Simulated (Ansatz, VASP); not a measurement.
# Two plane-wave programs on Co

```
Co
1.0
    -1.36413    1.36413    1.36413
     1.36413   -1.36413    1.36413
     1.36413    1.36413   -1.36413
Co
1
Direct
  0.00000 0.00000 0.00000
```

Alike in both runs: task single point; functional PBEsol; k mesh 18 × 18 × 18; occupations fermi-dirac, width 0.05 eV; collinear spin.

```csv
,VASP,Ansatz
version,VASP 6.6.1,Ansatz 0.2.0
potentials or method,"VASP PAW PBE potentials, release 64 (Co_sv), cutoff 690 eV","plane waves (420 eV) with PAW, scalar-relativistic"
valence electrons in the cell,17,17
```

VASP gave:

```
pressure (GPa)                                                : 9.4
net moment per atom (μB)                                      : 1.68
size of the moment on the site where the two differ most (μB) : 1.72
```

Task: Estimate Ansatz's values.

Result: Pressure (GPa): 10.8; net moment per atom (μB): 1.68; size of the moment on the site where the two differ most (μB): 1.73.

VASP's potentials were made for PBE, not for PBEsol, and Ansatz warns of the same on its side. Site moments also hang on the region over which each program counts them.
